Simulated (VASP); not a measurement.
# BAs (F-43m) in VASP: settings compared, part 2 of 2

VASP 6.6.1.

### 3 Single point, r2SCAN, non-collinear spin, zero start, spin-orbit coupling (strain +3.0%)

POSCAR

```
BAs
1.0
    0.0000000000      2.4636236322      2.4636236322
    2.4636236322      0.0000000000      2.4636236322
    2.4636236322      2.4636236322      0.0000000000
B As
1 1
Direct
    0.0000000000      0.0000000000      0.0000000000
    0.2500000000      0.2500000000      0.2500000000
```

INCAR.step1

```
  PREC = Accurate
  ENCUT = 620
  ISMEAR = -1
  SIGMA = 0.02
  LREAL = F
  LASPH = T
  NELM = 200
  MAGMOM = 0 0 0 0 0 0
  LSORBIT = T
  GGA_COMPAT = F
  NBANDS = 30
  GGA = PE
  ALGO = Normal
  EDIFF = 1E-5
  LWAVE = T
  LCHARG = F
```

INCAR.step2

```
  PREC = Accurate
  ENCUT = 620
  EDIFF = 1E-6
  ISMEAR = -1
  SIGMA = 0.02
  LREAL = F
  LASPH = T
  NELM = 200
  ALGO = Normal
  ISIF = 2
  LWAVE = F
  LCHARG = T
  MAGMOM = 0 0 0 0 0 0
  LORBIT = 11
  LSORBIT = T
  GGA_COMPAT = F
  LORBMOM = T
  METAGGA = R2SCAN
  LMIXTAU = T
  LVHAR = T
  NBANDS = 30
  ISTART = 1
```

KPOINTS

```
regular mesh
0
Gamma
  10 10 10
```

Potentials or basis: VASP PAW PBE potentials, release 64 (B, As_d).

On the command line:

```console
$ cat potpaw_PBE.64/B/POTCAR potpaw_PBE.64/As_d/POTCAR > POTCAR
$ cp INCAR.step1 INCAR
$ mpirun -np 1 vasp_ncl > vasp.out
$ cp INCAR.step2 INCAR
$ mpirun -np 1 vasp_ncl > vasp.out
```

OUTCAR:

```text
PREC = Accurate
   ENCUT = 620
   EDIFF = 1E-6
   ISMEAR = -1
   LREAL = F
   LASPH = T
   NELM = 200
   ISIF = 2
   LORBIT = 11
   LSORBIT = T
   METAGGA = R2SCAN
   ISTART = 1

 ion  position               nearest neighbor table
   1  0.000  0.000  0.000-   2 2.13   2 2.13   2 2.13   2 2.13
   2  0.250  0.250  0.250-   1 2.13   1 2.13   1 2.13   1 2.13

  LATTYP: Found a face centered cubic cell.
 ALAT       =     4.9272472644

  Lattice vectors:

 A1 = (   0.0000000000,   2.4636236322,   2.4636236322)
[... 1083 lines left out ...]
     0.0000000    -0.0005852     0.0000000    -0.0005852     0.0000000
    -0.0002027    -0.0002027    -0.0005852     0.0000000    -0.0001951
    -0.0007803    -0.0001951     0.0000000    -0.0001951     0.0000000
 l=   3
     0.0000000     0.0000000     0.0000000     0.0000000     0.0000000     0.0000000     0.0000000
     0.0000000     0.0000000     0.0000000     0.0000000     0.0000000     0.0000000     0.0000000
     0.0000000     0.0000000     0.0000000     0.0000000     0.0000000     0.0000000     0.0000000
     0.0000000     0.0000000     0.0000000     0.0000000     0.0000000     0.0000000     0.0000000
     0.0000000     0.0000000     0.0000000     0.0000000     0.0000000     0.0000000     0.0000000
     0.0000000     0.0000000     0.0000000     0.0000000     0.0000000     0.0000000     0.0000000
     0.0000000     0.0000000     0.0000000     0.0000000     0.0000000     0.0000000     0.0000000

 total charge

# of ion       s       p       d       tot
------------------------------------------
    1        0.658   1.066   0.000   1.723
    2        1.367   2.210  10.121  13.697
--------------------------------------------------
tot          2.025   3.275  10.121  15.421

 magnetization (x)

# of ion       s       p       d       tot
------------------------------------------
    1       -0.000   0.000   0.000  -0.000
    2        0.000   0.000  -0.000   0.000
--------------------------------------------------
tot         -0.000   0.000  -0.000  -0.000

 magnetization (y)

# of ion       s       p       d       tot
------------------------------------------
    1        0.000  -0.000   0.000  -0.000
    2        0.000   0.000   0.000   0.000
--------------------------------------------------
tot          0.000  -0.000   0.000  -0.000

 magnetization (z)

# of ion       s       p       d       tot
------------------------------------------
    1        0.000   0.000   0.000   0.000
    2       -0.000   0.000   0.000  -0.000
--------------------------------------------------
tot          0.000   0.000   0.000   0.000
```

Run time: 6.9 min. Hardware: 1 thread of Intel Xeon 6975P-C (Granite Rapids), shared host; peak memory 0.36 GiB.

Results:

```
Free energy                                           : -22.2090 eV
Pressure                                              : -10.3 GPa
Net moment                                            : 0.00 μB per cell
Valence electrons inside the program's atomic spheres : B 1.72; As 13.70
```

Moments on the atoms (μB; x, y, z):
```
B   0.00 0.00 0.00
As  0.00 0.00 0.00
```

Caveat: the cell differs from its parent crystal (strain +3.0%); the cell stands under tension; the PAW data sets were made with another functional, which shifts forces and pressure a little.

### 4 Single point, PBE (strain -3.0%)

INCAR

```
SYSTEM = BAs
PREC = Accurate
ENCUT = 560
EDIFF = 1E-6
ISMEAR = -1
SIGMA = 0.02
LREAL = .False.
LASPH = .True.
NELM = 120
ALGO = Normal
ISIF = 2
LWAVE = .False.
LCHARG = .False.
GGA = PE
NBANDS = 16
GGA_COMPAT = .False.
```

KPOINTS

```
regular mesh
0
Gamma
  10 10 10
  0 0 0
```

POSCAR

```
BAs
1.0
    0.0000000000      2.3201115760      2.3201115760
    2.3201115760      0.0000000000      2.3201115760
    2.3201115760      2.3201115760      0.0000000000
B As
1 1
Direct
    0.0000000000      0.0000000000      0.0000000000
    0.2500000000      0.2500000000      0.2500000000
```

On the command line:

```console
$ cat potpaw_PBE.64/B/POTCAR potpaw_PBE.64/As_d/POTCAR > POTCAR
$ mpirun -np 1 vasp_std > vasp.out
```

Run time: 21 s. Hardware: 1 thread of Intel Xeon Platinum 8488C (Sapphire Rapids), shared host; peak memory 0.16 GiB.

The run converged. Its results:

- Free energy: -11.3050 eV
- Pressure: 17.3 GPa
- Band gap on the k mesh: 1.09 eV (least direct gap 3.40 eV)

Levels at points of the mesh, in eV from the valence-band top:
```
           k point  band 6  band 7  band 8  band 9  band 10  band 11  band 12  band 13
(0.00, 0.00, 0.00)  -16.23    0.00    0.00    0.00     3.40     3.40     3.40     5.82
(0.50, 0.00, 0.00)  -13.03   -9.44   -1.97   -1.97     3.23     4.90     4.90     9.05
(0.50, 0.50, 0.00)  -11.58   -9.02   -4.45   -4.45     1.32     1.37    12.28    12.28
```

Caveat: the cell differs from its parent crystal (strain -3.0%); the cell stands under pressure. A k mesh can miss the band edges.

### 5 Single point, r2SCAN, non-collinear spin, zero start, spin-orbit coupling (strain +4.0%)

POSCAR

```
BAs
1.0
    0.0000000000      2.4875423082      2.4875423082
    2.4875423082      0.0000000000      2.4875423082
    2.4875423082      2.4875423082      0.0000000000
B As
1 1
Direct
    0.0000000000      0.0000000000      0.0000000000
    0.2500000000      0.2500000000      0.2500000000
```

INCAR.step1

```
PREC = Accurate
ENCUT = 620
ISMEAR = -1
SIGMA = 0.02
LREAL = False
LASPH = True
NELM = 200
MAGMOM = 0 0 0 0 0 0
LSORBIT = True
GGA_COMPAT = False
NBANDS = 30
GGA = PE
ALGO = Normal
EDIFF = 1E-5
LWAVE = True
LCHARG = False
```

INCAR.step2

```
PREC = Accurate
ENCUT = 620
EDIFF = 1E-6
ISMEAR = -1
SIGMA = 0.02
LREAL = False
LASPH = True
NELM = 200
ALGO = Normal
ISIF = 2
LWAVE = False
LCHARG = False
MAGMOM = 0 0 0 0 0 0
LORBIT = 11
LSORBIT = True
GGA_COMPAT = False
LORBMOM = True
METAGGA = R2SCAN
LMIXTAU = True
NBANDS = 30
ISTART = 1
```

KPOINTS

```
Automatic mesh
0
Gamma
  10 10 10
```

On the command line:

```console
$ cat potpaw_PBE.64/B/POTCAR potpaw_PBE.64/As_d/POTCAR > POTCAR
$ cp INCAR.step1 INCAR
$ mpirun -np 1 vasp_ncl > vasp.out
$ cp INCAR.step2 INCAR
$ mpirun -np 1 vasp_ncl > vasp.out
```

Run time: 19 min. Hardware: 1 thread of Intel Xeon Platinum 8259CL at 2.50GHz (Skylake/Cascade Lake), shared host; peak memory 0.4 GiB.

The run converged. Its results:

* Free energy: -22.1457 eV
* Pressure: -12.9 GPa
* Net moment: 0.00 μB per cell
* Valence electrons inside the program's atomic spheres: B 1.69; As 13.66

Moments on the atoms (μB; x, y, z):
```
B   0.00 0.00 0.00
As  0.00 0.00 0.00
```

Caveat: the cell differs from its parent crystal (strain +4.0%); the cell stands under tension; the PAW data sets were made with another functional, which shifts forces and pressure a little.

### 6 Overview

```tsv
level	spin	cell	cutoff (eV)	gap on the mesh (eV)	pressure (GPa)	moment (μB)
PBE	off	a = 3.315 Å, angles 60.0°, 2 atoms	560	1.13	11.5	-
r2SCAN	non-collinear, zero start, SOC	a = 3.484 Å, angles 60.0°, 2 atoms	620	-	-10.3	0.00
PBE	off	a = 3.281 Å, angles 60.0°, 2 atoms	560	1.09	17.3	-
r2SCAN	non-collinear, zero start, SOC	a = 3.518 Å, angles 60.0°, 2 atoms	620	-	-12.9	0.00
```

Alike in all rows: task single point; potentials or basis VASP PAW PBE potentials, release 64 (B, As_d); k mesh 10 × 10 × 10; smearing fermi-dirac 0.02 eV.

Caveats: the cell stands under pressure (at least some runs); the cell stands under tension (at least some runs); the PAW data sets were made with another functional, which shifts forces and pressure a little (at least some runs).

Absolute energies hang on the potentials; compare differences alone.
